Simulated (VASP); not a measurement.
# Ir (P6_3/mmc) in VASP: single point with PBEsol

Aim: the single point of Ir with PBEsol.

Program: VASP 6.6.1. These are calculated values, not measurements. Logs are shortened: lines on timing, memory, paths and dates and some standing lists are left out, and cuts for length are marked.

## Step 1: The cell of the first run

Symmetry: P6_3/mmc, No. 194, hexagonal system. Conventional cell: a = 2.719 Å, b = 2.719 Å, c = 4.408 Å, α = 90.00°, β = 90.00°, γ = 120.00°. Ir (site symmetry -6m2) has 12 Ir at 2.71 to 2.72 Å within 3.6 Å.

## Step 2: Single point, PBEsol

Contents of INCAR:

```
SYSTEM = Ir
ALGO = Normal
EDIFF = 1E-6
ENCUT = 500
GGA = PS
GGA_COMPAT = .FALSE.
ISIF = 2
ISMEAR = 0
LASPH = .TRUE.
LCHARG = .TRUE.
LELF = .TRUE.
LREAL = .FALSE.
LVHAR = .TRUE.
LWAVE = .FALSE.
NBANDS = 16
NELM = 120
PREC = Accurate
SIGMA = 0.1
```

Contents of KPOINTS:

```
k-points
0
G
  6 6 4
  0 0 0
```

Contents of POSCAR:

```
Ir
1.0
    2.7188841513      0.0000000000      0.0000000000
   -1.3594420757      2.3546227450      0.0000000000
    0.0000000000      0.0000000000      4.4077117271
Ir
2
Direct
    0.3333333333      0.6666666667      0.2500000000
    0.6666666667      0.3333333333      0.7500000000
```

Potentials or basis: VASP PAW PBE potentials, release 64 (Ir).

Command:

```bash
$ cat potpaw_PBE.64/Ir/POTCAR > POTCAR
$ mpirun -np 1 vasp_std > vasp.out
```

OUTCAR:

```text
SYSTEM = Ir
   EDIFF = 1E-6
   ENCUT = 500
   GGA = PS
   ISIF = 2
   ISMEAR = 0
   LASPH = .TRUE.
   LREAL = .FALSE.
   NELM = 120
   PREC = Accurate

 ion  position               nearest neighbor table
   1  0.333  0.667  0.250-   2 2.71   2 2.71   2 2.71   2 2.71   2 2.71   2 2.71
   2  0.667  0.333  0.750-   1 2.71   1 2.71   1 2.71   1 2.71   1 2.71   1 2.71

  LATTYP: Found a hexagonal cell.
 ALAT       =     2.7188841513
 C/A-ratio  =     1.6211473096

  Lattice vectors:

 A1 = (   2.7188841513,   0.0000000000,   0.0000000000)
 A2 = (  -1.3594420757,   2.3546227450,   0.0000000000)
 A3 = (   0.0000000000,   0.0000000000,   4.4077117271)

Analysis of symmetry for initial positions (statically):
=====================================================================
 Subroutine PRICEL returns:
 Original cell was already a primitive cell.

 Routine SETGRP: Setting up the symmetry group for a
 hexagonal supercell.

 Subroutine GETGRP returns: Found 24 space group operations
 (whereof 12 operations were pure point group operations)
 out of a pool of 24 trial point group operations.

The static configuration has the point symmetry D_3d.
 The point group associated with its full space group is D_6h.

Analysis of symmetry for dynamics (positions and initial velocities):
=====================================================================
 Subroutine PRICEL returns:
 Original cell was already a primitive cell.

 Routine SETGRP: Setting up the symmetry group for a
 hexagonal supercell.

 Subroutine GETGRP returns: Found 24 space group operations
 (whereof 12 operations were pure point group operations)
 out of a pool of 24 trial point group operations.

The dynamic configuration has the point symmetry D_3d.
 The point group associated with its full space group is D_6h.

 Subroutine INISYM returns: Found 24 space group operations
 (whereof 12 operations are pure point group operations),
 and found     1 'primitive' translations

----------------------------------------------------------------------------------------

                                     Primitive cell

  volume of cell :      28.2179

  direct lattice vectors                    reciprocal lattice vectors
     2.718884151  0.000000000  0.000000000     0.367797944  0.212348242  0.000000000
    -1.359442076  2.354622745  0.000000000     0.000000000  0.424696484  0.000000000
     0.000000000  0.000000000  4.407711727     0.000000000  0.000000000  0.226875091

  length of vectors
     2.718884151  2.718884151  4.407711727     0.424696484  0.424696484  0.226875091

  position of ions in fractional coordinates (direct lattice)
     0.333333333  0.666666667  0.250000000
     0.666666667  0.333333333  0.750000000

  ion indices of the primitive-cell ions
   primitive index   ion index
                 1           1
                 2           2

----------------------------------------------------------------------------------------

 KPOINTS: k-points

Automatic generation of k-mesh.
 Grid dimensions read from file:
 generate k-points for:    6    6    4

 Generating k-lattice:

  Cartesian coordinates                     Fractional coordinates (reciprocal lattice)
     0.061299657  0.035391374  0.000000000     0.166666667 -0.000000000  0.000000000
     0.000000000  0.070782747  0.000000000     0.000000000  0.166666667  0.000000000
     0.000000000  0.000000000  0.056718773     0.000000000  0.000000000  0.250000000

  Length of vectors
     0.070782747  0.070782747  0.056718773

  Shift w.r.t. Gamma in fractional coordinates (k-lattice)
     0.000000000  0.000000000  0.000000000

 Subroutine IBZKPT returns following result:
 ===========================================

 Found     21 irreducible k-points:

 Following reciprocal coordinates:
            Coordinates               Weight
  0.000000  0.000000  0.000000      1.000000
  0.166667  0.000000  0.000000      6.000000
  0.333333  0.000000  0.000000      6.000000
  0.500000  0.000000  0.000000      3.000000
  0.166667  0.166667  0.000000      6.000000
  0.333333  0.166667  0.000000     12.000000
[... 13 lines left out ...]
  0.333333  0.166667  0.500000     12.000000
  0.333333  0.333333  0.500000      2.000000
   k-points           NKPTS =     21   k-points in BZ     NKDIM =     21   number of bands    NBANDS=     16
   number of dos      NEDOS =    301   number of ions     NIONS =      2
   total plane-waves  NPLWV =  12800
   dimension x,y,z NGX =    20 NGY =   20 NGZ =   32
   dimension x,y,z NGXF=    40 NGYF=   40 NGZF=   64
   ions per type =               2
   NGX,Y,Z   is equivalent  to a cutoff of  12.23, 12.23, 12.07 a.u.
   NGXF,Y,Z  is equivalent  to a cutoff of  24.46, 24.46, 24.14 a.u.
 SYSTEM =  Ir
   PREC   = accura    normal or accurate (medium, high low for compatibility)
   ISTART =      0    job   : 0-new  1-cont  2-samecut
   ICHARG =      2    charge: 1-file 2-atom 10-const
   ISPIN  =      1    spin polarized calculation?
   LNONCOLLINEAR =      F non collinear calculations
   LSORBIT =      F    spin-orbit coupling
   LASPH  =      T    aspherical Exc in radial PAW
   ENCUT  =  500.0 eV  36.75 Ry    6.06 a.u.   4.96  4.96  8.04*2*pi/ulx,y,z
   NELM   =    120;   NELMIN=  2; NELMDL= -5     # of ELM steps
   EDIFF  = 0.1E-05   stopping-criterion for ELM
   LREAL  =      F    real-space projection
   EDIFFG = 0.1E-04   stopping-criterion for IOM
   NSW    =      0    number of steps for IOM
   IBRION =     -1    ionic relax: 0-MD 1-quasi-New 2-CG
   NFREE  =      0    steps in history (QN), initial steepest desc. (CG)
   ISIF   =      2    stress and relaxation
   ISYM   =      2    0-nonsym 1-usesym 2-fastsym
   POTIM  = 0.5000    time-step for ionic-motion
   TEBEG  =    0.0;   TEEND  =   0.0 temperature during run
   PSTRESS=    0.0 pullay stress
   NELECT =      18.0000    total number of electrons
   NUPDOWN=      -1.0000    fix difference up-down
   EMIN   =  10.00;   EMAX   =-10.00  energy-range for DOS
   EFERMI =   0.00;   METHOD = LEGACY
   ISMEAR =     0;   SIGMA  =   0.10  broadening in eV -4-tet -1-fermi 0-gaus
   EFERMI_NEDOS =   21; number of points for ismear=-14 and -15
   IALGO  =     38    algorithm
   IMIX   =      4    mixing-type and parameters
     AMIX     =   0.40;   BMIX     =  1.00
     AMIX_MAG =   1.60;   BMIX_MAG =  1.00
  volume/ion in A,a.u.               =      14.11        95.21
  Fermi-wavevector in a.u.,A,eV,Ry     =   1.409258  2.663112 27.021291  1.986009
  Thomas-Fermi vector in A             =   2.531332
   LORBIT       =      0    0 simple, 1 ext, 2 COOP (PROOUT), +10 PAW based schemes
   GGA     = PS    functional components
   LHFCALC =     F    Hartree Fock is set to
   AEXX    =    0.0000 exact exchange contribution
   IVDW    =     0    specifies the selected vdW correction
   LEPSILON=     F    determine dielectric tensor
   LRPA    =     F    only Hartree local field effects (RPA)
 non-spin polarized calculation
 Gauss-broadening in eV      SIGMA  =   0.10
  energy-cutoff  :      500.00
  volume of cell :       28.22
 maximum number of plane-waves:       756
 NGX is ok and might be reduce to    20
   NGX =  9   NGY =  9   NGZ = 17

 number of electron      18.0000001 magnetization

 Free energy of the ion-electron system (eV)
  ---------------------------------------------------
  ext. energy  EPLUGINS =         0.00000000
  ---------------------------------------------------
  free energy    TOTEN  =       -19.46841663 eV

  energy without entropy =      -19.45885767  energy(sigma->0) =      -19.46363715

 E-fermi :  10.2132     XC(G=0): -14.1179

 val. band max:       10.1911949355   @ k =   0.5000   0.0000   0.2500
 cond. band min:      10.3297052643   @ k =   0.1667   0.0000   0.5000
 fundamental gap:      0.1385103288
 Fermi energy:        10.2131965050

 k-point     1 :       0.0000    0.0000    0.0000
  band No.  band energies     occupation
      1      -0.9270      2.00000
      2       2.1595      2.00000
      3       6.4111      2.00000
      4       6.5534      2.00000
      5       6.5534      2.00000
      6       7.2237      2.00000
[... 8 lines left out ...]
     15      26.8206      0.00000
     16      27.9346      0.00000

 k-point     2 :       0.1667    0.0000    0.0000
  band No.  band energies     occupation
      1       0.1079      2.00000
      2       2.9997      2.00000
      3       5.5484      2.00000
      4       6.3725      2.00000
      5       6.6652      2.00000
      6       7.4075      2.00000
[... 8 lines left out ...]
     15      27.6799      0.00000
     16      28.2413      0.00000

 k-point     3 :       0.3333    0.0000    0.0000
  band No.  band energies     occupation
      1       2.1875      2.00000
      2       3.2367      2.00000
      3       4.1887      2.00000
      4       5.8247      2.00000
      5       6.5573      2.00000
      6       6.7304      2.00000
[... 8 lines left out ...]
     15      24.2717      0.00000
     16      25.1148      0.00000

 k-point     4 :       0.5000    0.0000    0.0000
  band No.  band energies     occupation
      1       2.7606      2.00000
      2       2.8863      2.00000
      3       3.4058      2.00000
      4       6.2083      2.00000
      5       6.7775      2.00000
      6       6.8778      2.00000
[... 8 lines left out ...]
     15      21.6074      0.00000
     16      21.8658      0.00000
[... 267 lines left out ...]
 k-point    19 :       0.1667    0.1667    0.5000
  band No.  band energies     occupation
      1       3.1505      2.00000
      2       3.1505      2.00000
      3       5.0458      2.00000
      4       5.0458      2.00000
      5       5.8659      2.00000
      6       5.8659      2.00000
[... 8 lines left out ...]
     15      26.2604      0.00000
     16      26.2604      0.00000

 k-point    20 :       0.3333    0.1667    0.5000
  band No.  band energies     occupation
      1       3.1658      2.00000
      2       3.1658      2.00000
      3       4.8876      2.00000
      4       4.8876      2.00000
      5       6.7514      2.00000
      6       6.7514      2.00000
[... 8 lines left out ...]
     15      24.0299      0.00000
     16      24.0299      0.00000

 k-point    21 :       0.3333    0.3333    0.5000
  band No.  band energies     occupation
      1       3.9972      2.00000
      2       3.9972      2.00000
      3       4.8752      2.00000
      4       4.8752      2.00000
      5       6.2226      2.00000
      6       6.2226      2.00000
[... 8 lines left out ...]
     15      20.3444      0.00000
     16      20.3444      0.00000

------------------------ aborting loop because EDIFF is reached ----------------------------------------

  FORCE on cell =-STRESS in cart. coord.  units (eV):
  Direction    XX          YY          ZZ          XY          YZ          ZX
  --------------------------------------------------------------------------------------
  -------------------------------------------------------------------------------------
  Total        0.5508106      0.5508106     -0.5751619     -0.0000000     -0.0000000      0.0000000
  in kB       31.2743060     31.2743060    -32.6569414     -0.0000000     -0.0000000      0.0000000
  external PRESSURE =       9.9638902 kB  Pullay stress =       0.0000000 kB

 VOLUME and BASIS-vectors are now :
 -----------------------------------------------------------------------------
  energy-cutoff  :      500.00
  volume of cell :       28.22
      direct lattice vectors                 reciprocal lattice vectors
     2.718884151  0.000000000  0.000000000     0.367797944  0.212348242  0.000000000
    -1.359442076  2.354622745  0.000000000     0.000000000  0.424696484  0.000000000
     0.000000000  0.000000000  4.407711727     0.000000000  0.000000000  0.226875091

 POSITION                                       TOTAL-FORCE (eV/Angst)
 -----------------------------------------------------------------------------------
     -0.00000      1.56975      1.10193         0.000000     -0.000000      0.000000
      1.35944      0.78487      3.30578        -0.000000      0.000000      0.000000
 -----------------------------------------------------------------------------------
    total drift:                               -0.000000      0.000000     -0.000000

  FREE ENERGIE OF THE ION-ELECTRON SYSTEM (eV)
  ---------------------------------------------------
  free  energy   TOTEN  =       -19.4684166310 eV

  energy  without entropy=      -19.4588576744  energy(sigma->0) =      -19.46363715
```

Run time: 7.8 s. Hardware: 1 thread of AMD EPYC 7R43 (Zen 3), shared host; peak memory 0.11 GiB.

Results:

- Free energy: -19.4684 eV
- Pressure: 1.0 GPa
- Band gap on the k mesh: zero (band 9 reaches 11.42 eV, above the bottom of band 10 at 8.06 eV)

Stress tensor (GPa, compression positive):
```
 3.13  0.00  0.00
 0.00  3.13  0.00
 0.00  0.00 -3.27
```

Levels at points of the mesh, in eV from the Fermi level:
```csv
k point,band 7,band 8,band 9,band 10,band 11,band 12
"(0.00, 0.00, 0.00)",-2.99,-2.23,-2.23,-0.71,0.46,0.46
"(0.50, 0.00, 0.00)",-2.83,0.95,1.17,1.38,3.17,4.63
"(0.00, 0.00, 0.50)",-3.79,-3.79,-0.29,-0.29,-0.29,-0.29
"(0.50, 0.00, 0.50)",-0.83,-0.83,1.20,1.20,2.21,2.21
```

Caveat: the k points lie up to 0.44 Å⁻¹ apart; the PAW data sets were made with another functional, which shifts forces and pressure a little; spin-orbit coupling is left out, which moves the levels of the heavy elements.
